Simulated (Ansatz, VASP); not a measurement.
## GaN in VASP and in Ansatz

```xyz
2
Lattice="0.0000 2.2075 2.2075 2.2075 0.0000 2.2075 2.2075 2.2075 0.0000" Properties=species:S:1:pos:R:3 pbc="T T T"
Ga    0.0000    0.0000    0.0000
N     1.1037    1.1037    1.1037
```

Alike in both runs: task single point; functional PBE; k mesh 10 × 10 × 10; occupations fermi-dirac, width 0.05 eV; non-collinear spin, spin-orbit coupling.

|  | VASP | Ansatz |
| --- | --- | --- |
| version | VASP 6.6.1 | Ansatz 0.2.0 |
| potentials or method | VASP PAW PBE potentials, release 64 (Ga_d, N) | Ansatz PAW |
| plane-wave cutoff (eV) | 520 | 420 |
| valence electrons in the cell | 18 | 18 |

```tsv
	VASP	Ansatz	Ansatz less VASP
pressure (GPa)	18.6	18.7	+0.07
net moment per atom (μB)	0.00	0.00	0.000
```

With one functional, cell and mesh, what is left measures potentials, basis and numerics.
